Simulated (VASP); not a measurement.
# Be24N in VASP: further runs

Runs on Be24N. Level: LDA. Tasks: single point.

All numbers are computed with VASP 6.6.1; they aren't measurements. Logs are shortened: lines on timing, memory, paths and dates and some standing lists are left out, and cuts for length are marked.

### 1 The cell of the first run

The cell holds a slab with vacuum, 25 atoms: a = 4.452 Å, b = 7.033 Å, c = 19.800 Å, α = 90.00°, β = 90.00°, γ = 90.00°.

### 2 Single point, LDA

The input, INCAR:

```
SYSTEM = Be24N
PREC = Accurate
ENCUT = 520
EDIFF = 1E-6
ISMEAR = 0
SIGMA = 0.1
LREAL = Auto
LASPH = .True.
NELM = 80
ALGO = Normal
ISIF = 2
LWAVE = .False.
LCHARG = .False.
LDIPOL = .True.
IDIPOL = 3
DIPOL = 0.5 0.5 0.320
NBANDS = 44
```

The input, KPOINTS:

```
regular mesh
0
Gamma
  6 4 1
  0 0 0
```

The input, POSCAR:

```
Be24N
1.0
    4.4524297775      0.0000000000      0.0000000000
    0.0000000000      7.0331519566      0.0000000000
    0.0000000000      0.0000000000     19.7998741761
Be N
24 1
Direct
    0.0000000000      0.3750000000      0.2020214858
    0.0000000000      0.8750000000      0.2020214858
    0.5000000000      0.3750000000      0.2020214858
    0.5000000000      0.8750000000      0.2020214858
    0.2500000000      0.1250000000      0.2344789084
    0.2500000000      0.6250000000      0.2344789084
    0.7500000000      0.1250000000      0.2344789084
    0.7500000000      0.6250000000      0.2344789084
    0.2500000000      0.3750000000      0.2993937535
    0.2500000000      0.8750000000      0.2993937535
    0.7500000000      0.3750000000      0.2993937535
    0.7500000000      0.8750000000      0.2993937535
    0.0000000000      0.1250000000      0.3261495638
    0.0000000000      0.6250000000      0.3261495638
    0.5000000000      0.1250000000      0.3261495638
    0.5000000000      0.6250000000      0.3261495638
    0.0000000000      0.3750000000      0.3969669031
    0.0000000000      0.8750000000      0.3969669031
    0.5000000000      0.3750000000      0.3969669031
    0.5000000000      0.8750000000      0.3969669031
    0.2500000000      0.1250000000      0.4191882283
    0.2500000000      0.6250000000      0.4191882283
    0.7500000000      0.1250000000      0.4191882283
    0.7500000000      0.6250000000      0.4191882283
    0.2500000000      0.2500000000      0.4757195963
```

Potentials or basis: VASP PAW LDA potentials, release 64 (Be, N).

Command:

```console
$ cat potpaw_LDA.64/Be/POTCAR potpaw_LDA.64/N/POTCAR > POTCAR
$ mpirun -np 1 vasp_std > vasp.out
```

OUTCAR:

```text
SYSTEM = Be24N
   PREC = Accurate
   ENCUT = 520
   EDIFF = 1E-6
   ISMEAR = 0
   LREAL = Auto
   LASPH = .True.
   NELM = 80
   ISIF = 2

 ion  position               nearest neighbor table
   1  0.000  0.375  0.202-   5 2.18   6 2.18   7 2.18   8 2.18   3 2.23   3 2.23  11 2.23   9 2.23

   2  0.000  0.875  0.202-   5 2.18   6 2.18   7 2.18   8 2.18   4 2.23   4 2.23  12 2.23  10 2.23

   3  0.500  0.375  0.202-   5 2.18   6 2.18   7 2.18   8 2.18   1 2.23   1 2.23  11 2.23   9 2.23

   4  0.500  0.875  0.202-   5 2.18   6 2.18   7 2.18   8 2.18   2 2.23   2 2.23  12 2.23  10 2.23

   5  0.250  0.125  0.234-  13 2.13  15 2.13   9 2.18  10 2.18   1 2.18   2 2.18   3 2.18   4 2.18
                             7 2.23   7 2.23
   6  0.250  0.625  0.234-  14 2.13  16 2.13   9 2.18  10 2.18   1 2.18   2 2.18   3 2.18   4 2.18
                             8 2.23   8 2.23
   7  0.750  0.125  0.234-  13 2.13  15 2.13  11 2.18  12 2.18   1 2.18   2 2.18   3 2.18   4 2.18
                             5 2.23   5 2.23
   8  0.750  0.625  0.234-  14 2.13  16 2.13  11 2.18  12 2.18   1 2.18   2 2.18   3 2.18   4 2.18
                             6 2.23   6 2.23
   9  0.250  0.375  0.299-  13 2.15  14 2.15  15 2.15  16 2.15   5 2.18   6 2.18  11 2.23  11 2.23
                             1 2.23   3 2.23  19 2.23  17 2.23
  10  0.250  0.875  0.299-  13 2.15  14 2.15  15 2.15  16 2.15   5 2.18   6 2.18  12 2.23  12 2.23
                             2 2.23   4 2.23  20 2.23  18 2.23
  11  0.750  0.375  0.299-  13 2.15  14 2.15  15 2.15  16 2.15   7 2.18   8 2.18   9 2.23   9 2.23
                             1 2.23   3 2.23  19 2.23  17 2.23
[... 8 lines left out ...]
  16  0.500  0.625  0.326-   6 2.13   8 2.13   9 2.15  10 2.15  11 2.15  12 2.15  22 2.15  24 2.15
                            14 2.23  14 2.23  20 2.25  19 2.25
  17  0.000  0.375  0.397-  21 2.13  22 2.13  23 2.13  24 2.13  19 2.23  19 2.23   9 2.23  11 2.23
                            13 2.25  14 2.25
  18  0.000  0.875  0.397-  21 2.13  22 2.13  23 2.13  24 2.13  20 2.23  20 2.23  10 2.23  12 2.23
                            13 2.25  14 2.25
  19  0.500  0.375  0.397-  21 2.13  22 2.13  23 2.13  24 2.13  17 2.23  17 2.23   9 2.23  11 2.23
                            15 2.25  16 2.25
  20  0.500  0.875  0.397-  21 2.13  22 2.13  23 2.13  24 2.13  18 2.23  18 2.23  10 2.23  12 2.23
                            15 2.25  16 2.25
  21  0.250  0.125  0.419-  25 1.42  18 2.13  19 2.13  20 2.13  17 2.13  15 2.15  13 2.15  23 2.23
                            23 2.23
  22  0.250  0.625  0.419-  17 2.13  18 2.13  19 2.13  20 2.13  14 2.15  16 2.15  24 2.23  24 2.23

  23  0.750  0.125  0.419-  17 2.13  18 2.13  19 2.13  20 2.13  13 2.15  15 2.15  21 2.23  21 2.23

  24  0.750  0.625  0.419-  17 2.13  18 2.13  19 2.13  20 2.13  14 2.15  16 2.15  22 2.23  22 2.23

  25  0.250  0.250  0.476-  21 1.42

  LATTYP: Found a simple orthorhombic cell.
 ALAT       =     4.4524297775
 B/A-ratio  =     1.5796210851
 C/A-ratio  =     4.4469817977

  Lattice vectors:

 A1 = (   4.4524297775,   0.0000000000,   0.0000000000)
 A2 = (   0.0000000000,   7.0331519566,   0.0000000000)
 A3 = (   0.0000000000,   0.0000000000,  19.7998741761)

Analysis of symmetry for initial positions (statically):
=====================================================================
 Subroutine PRICEL returns:
 Original cell was already a primitive cell.

 Routine SETGRP: Setting up the symmetry group for a
 simple orthorhombic supercell.

 Subroutine GETGRP returns: Found  2 space group operations
 (whereof  1 operations were pure point group operations)
 out of a pool of  8 trial point group operations.

The static configuration has the point symmetry C_1 .
 The point group associated with its full space group is C_1h.

Analysis of symmetry for dynamics (positions and initial velocities):
=====================================================================
 Subroutine PRICEL returns:
 Original cell was already a primitive cell.

 Routine SETGRP: Setting up the symmetry group for a
 simple orthorhombic supercell.

 Subroutine GETGRP returns: Found  2 space group operations
 (whereof  1 operations were pure point group operations)
 out of a pool of  8 trial point group operations.

The dynamic configuration has the point symmetry C_1 .
 The point group associated with its full space group is C_1h.

 Subroutine INISYM returns: Found  2 space group operations
 (whereof  1 operations are pure point group operations),
 and found     1 'primitive' translations

----------------------------------------------------------------------------------------

                                     Primitive cell

  volume of cell :     620.0254

  direct lattice vectors                    reciprocal lattice vectors
     4.452429777  0.000000000  0.000000000     0.224596468  0.000000000  0.000000000
     0.000000000  7.033151957  0.000000000     0.000000000  0.142183761  0.000000000
     0.000000000  0.000000000 19.799874176     0.000000000  0.000000000  0.050505371

  length of vectors
     4.452429777  7.033151957 19.799874176     0.224596468  0.142183761  0.050505371

  position of ions in fractional coordinates (direct lattice)
     0.000000000  0.375000000  0.202021486
     0.000000000  0.875000000  0.202021486
     0.500000000  0.375000000  0.202021486
     0.500000000  0.875000000  0.202021486
     0.250000000  0.125000000  0.234478908
     0.250000000  0.625000000  0.234478908
[... 17 lines left out ...]
     0.750000000  0.625000000  0.419188228
     0.250000000  0.250000000  0.475719596

  ion indices of the primitive-cell ions
   primitive index   ion index
                 1           1
                 2           2
                 3           3
                 4           4
                 5           5
                 6           6
[... 17 lines left out ...]
                24          24
                25          25

----------------------------------------------------------------------------------------

 KPOINTS: regular mesh

Automatic generation of k-mesh.
 Grid dimensions read from file:
 generate k-points for:    6    4    1

 Generating k-lattice:

  Cartesian coordinates                     Fractional coordinates (reciprocal lattice)
     0.037432745  0.000000000  0.000000000     0.166666667  0.000000000  0.000000000
     0.000000000  0.035545940  0.000000000     0.000000000  0.250000000  0.000000000
     0.000000000  0.000000000  0.050505371     0.000000000  0.000000000  1.000000000

  Length of vectors
     0.037432745  0.035545940  0.050505371

  Shift w.r.t. Gamma in fractional coordinates (k-lattice)
     0.000000000  0.000000000  0.000000000

 Subroutine IBZKPT returns following result:
 ===========================================

 Found     12 irreducible k-points:

 Following reciprocal coordinates:
            Coordinates               Weight
  0.000000  0.000000  0.000000      1.000000
  0.166667  0.000000  0.000000      2.000000
  0.333333  0.000000  0.000000      2.000000
  0.500000  0.000000  0.000000      1.000000
  0.000000  0.250000  0.000000      2.000000
  0.166667  0.250000  0.000000      4.000000
  0.333333  0.250000  0.000000      4.000000
  0.500000  0.250000  0.000000      2.000000
  0.000000  0.500000  0.000000      1.000000
  0.166667  0.500000  0.000000      2.000000
  0.333333  0.500000  0.000000      2.000000
  0.500000  0.500000  0.000000      1.000000
   k-points           NKPTS =     12   k-points in BZ     NKDIM =     12   number of bands    NBANDS=     44
   number of dos      NEDOS =    301   number of ions     NIONS =     25
   total plane-waves  NPLWV = 291600
   dimension x,y,z NGX =    36 NGY =   54 NGZ =  150
   dimension x,y,z NGXF=    72 NGYF=  108 NGZF=  300
   ions per type =              24   1
   NGX,Y,Z   is equivalent  to a cutoff of  13.44, 12.76, 12.59 a.u.
   NGXF,Y,Z  is equivalent  to a cutoff of  26.88, 25.53, 25.19 a.u.
 SYSTEM =  Be24N
   PREC   = accura    normal or accurate (medium, high low for compatibility)
   ISTART =      0    job   : 0-new  1-cont  2-samecut
   ICHARG =      2    charge: 1-file 2-atom 10-const
   ISPIN  =      1    spin polarized calculation?
   LNONCOLLINEAR =      F non collinear calculations
   LSORBIT =      F    spin-orbit coupling
   LASPH  =      T    aspherical Exc in radial PAW
   ENCUT  =  520.0 eV  38.22 Ry    6.18 a.u.   8.28 13.08 36.81*2*pi/ulx,y,z
   NELM   =     80;   NELMIN=  2; NELMDL= -5     # of ELM steps
   EDIFF  = 0.1E-05   stopping-criterion for ELM
   LREAL  =      T    real-space projection
   EDIFFG = 0.1E-04   stopping-criterion for IOM
   NSW    =      0    number of steps for IOM
   IBRION =     -1    ionic relax: 0-MD 1-quasi-New 2-CG
   NFREE  =      0    steps in history (QN), initial steepest desc. (CG)
   ISIF   =      2    stress and relaxation
   ISYM   =      2    0-nonsym 1-usesym 2-fastsym
   POTIM  = 0.5000    time-step for ionic-motion
   TEBEG  =    0.0;   TEEND  =   0.0 temperature during run
   PSTRESS=    0.0 pullay stress
   NELECT =      53.0000    total number of electrons
   NUPDOWN=      -1.0000    fix difference up-down
   EMIN   =  10.00;   EMAX   =-10.00  energy-range for DOS
   EFERMI =   0.00;   METHOD = LEGACY
   ISMEAR =     0;   SIGMA  =   0.10  broadening in eV -4-tet -1-fermi 0-gaus
   EFERMI_NEDOS =   21; number of points for ismear=-14 and -15
   IALGO  =     38    algorithm
   IMIX   =      4    mixing-type and parameters
     AMIX     =   0.40;   BMIX     =  1.00
     AMIX_MAG =   1.60;   BMIX_MAG =  1.00
  volume/ion in A,a.u.               =      24.80       167.37
  Fermi-wavevector in a.u.,A,eV,Ry     =   0.721158  1.362791  7.075962  0.520069
  Thomas-Fermi vector in A             =   1.810794
   LORBIT       =      0    0 simple, 1 ext, 2 COOP (PROOUT), +10 PAW based schemes
   GGA     = CA    functional components
   LHFCALC =     F    Hartree Fock is set to
   AEXX    =    0.0000 exact exchange contribution
   IVDW    =     0    specifies the selected vdW correction
   LEPSILON=     F    determine dielectric tensor
   LRPA    =     F    only Hartree local field effects (RPA)
 non-spin polarized calculation
 Gauss-broadening in eV      SIGMA  =   0.10
  energy-cutoff  :      520.00
  volume of cell :      620.03
 maximum number of plane-waves:     16734
 NGX is ok and might be reduce to    36
   NGX = 17   NGY = 27   NGZ = 73

 dipolmoment           0.000000      0.000000     -0.076594 electrons x Angstroem

 number of electron      53.0000000 magnetization

 dipolmoment           0.000000      0.000000      0.250898 electrons x Angstroem

 Free energy of the ion-electron system (eV)
  ---------------------------------------------------
  ext. energy  EPLUGINS =         0.00000000
  ---------------------------------------------------
  free energy    TOTEN  =      -100.00320743 eV

  energy without entropy =      -99.96523023  energy(sigma->0) =      -99.98421883

 E-fermi :  -1.6637     XC(G=0):  -4.2840

 val. band max:       -1.6886758606   @ k =   0.1667   0.2500   0.0000
 cond. band min:      -1.6551957436   @ k =   0.1667   0.0000   0.0000
 fundamental gap:      0.0334801170
 Fermi energy:        -1.6636701316

 k-point     1 :       0.0000    0.0000    0.0000
  band No.  band energies     occupation
      1     -15.1333      2.00000
      2     -12.0612      2.00000
      3     -10.0033      2.00000
      4      -9.9425      2.00000
      5      -9.8449      2.00000
      6      -7.9161      2.00000
[... 481 lines left out ...]
     37       2.9303      0.00000
     38       3.0431      0.00000
 [bands above 38 left out]

------------------------ aborting loop because EDIFF is reached ----------------------------------------

 vacuum level on the upper side and lower side of the slab       (xc-potential included)         0.700        -0.711

  FORCE on cell =-STRESS in cart. coord.  units (eV):
  Direction    XX          YY          ZZ          XY          YZ          ZX
  --------------------------------------------------------------------------------------
  -------------------------------------------------------------------------------------
  Total       -1.1014990     -3.3914741      0.4912006      0.0000000      5.9740645      0.0000000
  in kB       -2.8463296     -8.7637418      1.2692875      0.0000000     15.4372869      0.0000000
  external PRESSURE =      -3.4469280 kB  Pullay stress =       0.0000000 kB

 VOLUME and BASIS-vectors are now :
 -----------------------------------------------------------------------------
  energy-cutoff  :      520.00
  volume of cell :      620.03
      direct lattice vectors                 reciprocal lattice vectors
     4.452429777  0.000000000  0.000000000     0.224596468  0.000000000  0.000000000
     0.000000000  7.033151957  0.000000000     0.000000000  0.142183761  0.000000000
     0.000000000  0.000000000 19.799874176     0.000000000  0.000000000  0.050505371

 POSITION                                       TOTAL-FORCE (eV/Angst)
 -----------------------------------------------------------------------------------
      0.00000      2.63743      4.00000        -0.040000      0.035245      0.439087
      0.00000      6.15401      4.00000         0.026963     -0.030534      0.450847
      2.22621      2.63743      4.00000         0.040000      0.035245      0.439087
      2.22621      6.15401      4.00000        -0.026963     -0.030534      0.450847
      1.11311      0.87914      4.64265         0.000000     -0.041521     -0.644909
      1.11311      4.39572      4.64265         0.000000     -0.030806     -0.566144
[... 17 lines left out ...]
      3.33932      4.39572      8.29987         0.000000      0.113251      0.051842
      1.11311      1.75829      9.41919         0.000000      3.735032     -0.012816
 -----------------------------------------------------------------------------------
    total drift:                                0.000000      0.004067     -0.002550

  FREE ENERGIE OF THE ION-ELECTRON SYSTEM (eV)
  ---------------------------------------------------
  free  energy   TOTEN  =      -100.0032074303 eV

  energy  without entropy=      -99.9652302263  energy(sigma->0) =      -99.98421883

 vacuum level on the upper side and lower side of the slab         4.441         2.992
```

Run time: 6.8 min. Hardware: 1 thread of Intel Xeon 6975P-C (Granite Rapids), shared host; peak memory 0.58 GiB.

Results:

```
Free energy            : -100.0032 eV
Largest force          : 3.735 eV/Å
Band gap on the k mesh : zero (an odd number of electrons rules out a gap without spin polarisation)
```

Forces on the atoms (eV/Å):
```
Be  -0.040  0.035  0.439
Be   0.027 -0.031  0.451
Be   0.040  0.035  0.439
Be  -0.027 -0.031  0.451
Be   0.000 -0.042 -0.645
Be   0.000 -0.031 -0.566
Be   0.000  0.099 -0.730
Be   0.000 -0.117 -0.618
Be   0.000 -0.074 -0.049
Be   0.000 -0.068  0.051
Be   0.000 -0.267  0.163
Be   0.000  0.063  0.151
Be  -0.034 -0.032 -0.176
Be   0.077  0.014  0.094
Be   0.034 -0.032 -0.176
Be  -0.077  0.014  0.094
Be   0.392 -0.386  0.947
Be  -0.116 -0.315 -0.109
Be  -0.392 -0.386  0.947
Be   0.116 -0.315 -0.109
Be   0.000 -2.444 -1.902
Be   0.000  0.280  0.305
Be   0.000  0.183  0.508
Be   0.000  0.113  0.052
N    0.000  3.735 -0.013
```

Levels at points of the mesh, in eV from the Fermi level:
```csv
k point,band 23,band 24,band 25,band 26,band 27,band 28,band 29,band 30,band 31,band 32
"(0.00, 0.00, 0.00)",-1.78,-1.13,-0.82,-0.48,-0.11,0.91,0.97,1.12,1.52,1.92
"(0.50, 0.00, 0.00)",-1.13,-0.78,0.14,0.21,0.75,1.13,1.40,1.40,1.43,1.92
"(0.00, 0.50, 0.00)",-1.41,-1.34,-1.18,-1.01,-0.18,0.08,0.49,1.13,1.88,2.38
"(0.50, 0.50, 0.00)",-1.45,-0.88,-0.53,-0.21,0.17,0.31,0.43,0.98,1.58,2.57
```

### 3 Single point, LDA

The input, INCAR:

```
PREC = Accurate
ENCUT = 520
EDIFF = 1E-7
ISMEAR = 0
SIGMA = 0.1
LREAL = Auto
LASPH = T
NELM = 80
ALGO = Normal
ISIF = 2
LWAVE = F
LCHARG = F
LDIPOL = T
IDIPOL = 3
DIPOL = 0.5 0.5 0.320
NBANDS = 44
```

The input, KPOINTS:

```
Automatic mesh
0
Gamma
  6 4 1
```

POSCAR, as its differences from that of step 2:

```diff
@@ -32,2 +32,2 @@
     0.7500000000      0.6250000000      0.4191882283
-    0.2500000000      0.2500000000      0.4757195963
+    0.4166666667      0.1250000000      0.4799788693
```

Potentials or basis: VASP PAW LDA potentials, release 64 (Be, N).

Command:

```console
$ cat potpaw_LDA.64/Be/POTCAR potpaw_LDA.64/N/POTCAR > POTCAR
$ mpirun -np 1 vasp_std > vasp.out
```

Wall time 6.8 min (1 thread of Intel Xeon 6975P-C (Granite Rapids), shared host); peak memory 0.58 GiB.

The run converged. Its results:

```yaml
Free_energy: -99.7653 eV
Largest_force: 3.752 eV/Å
Band_gap_on_the_k_mesh: zero (an odd number of electrons rules out a gap without spin polarisation)
```

Forces on the atoms (eV/Å):
```
Be  -0.008 -0.031  0.468
Be  -0.008  0.031  0.468
Be   0.002  0.084  0.531
Be   0.002 -0.084  0.531
Be   0.068  0.000 -0.770
Be   0.040  0.000 -0.602
Be  -0.065  0.000 -0.782
Be  -0.026  0.000 -0.749
Be  -0.018 -0.031  0.155
Be  -0.018  0.031  0.155
Be   0.003 -0.140  0.230
Be   0.003  0.140  0.230
Be  -0.060  0.000  0.404
Be  -0.006  0.000 -0.114
Be  -0.017  0.000 -0.649
Be   0.039  0.000 -0.039
Be  -0.099  0.557 -0.276
Be  -0.099 -0.557 -0.276
Be   0.070 -0.191  0.487
Be   0.070  0.191  0.487
Be  -2.193  0.000 -2.006
Be  -0.158  0.000  0.063
Be  -1.430  0.000  1.946
Be   0.154  0.000  0.129
N    3.752  0.000 -0.020
```

Levels at points of the mesh, in eV from the Fermi level:
| k point | band 25 | band 26 | band 27 | band 28 | band 29 | band 30 |
| --- | --- | --- | --- | --- | --- | --- |
| (0.00, 0.00, 0.00) | -0.45 | -0.27 | 0.16 | 0.56 | 0.70 | 1.14 |
| (0.50, 0.00, 0.00) | -0.12 | 0.18 | 0.79 | 1.14 | 1.48 | 1.49 |
| (0.00, 0.50, 0.00) | -0.92 | -0.82 | -0.51 | 0.08 | 0.95 | 1.03 |
| (0.50, 0.50, 0.00) | -0.40 | 0.10 | 0.24 | 0.25 | 0.55 | 0.90 |

(Continued in part 2 of 2.)
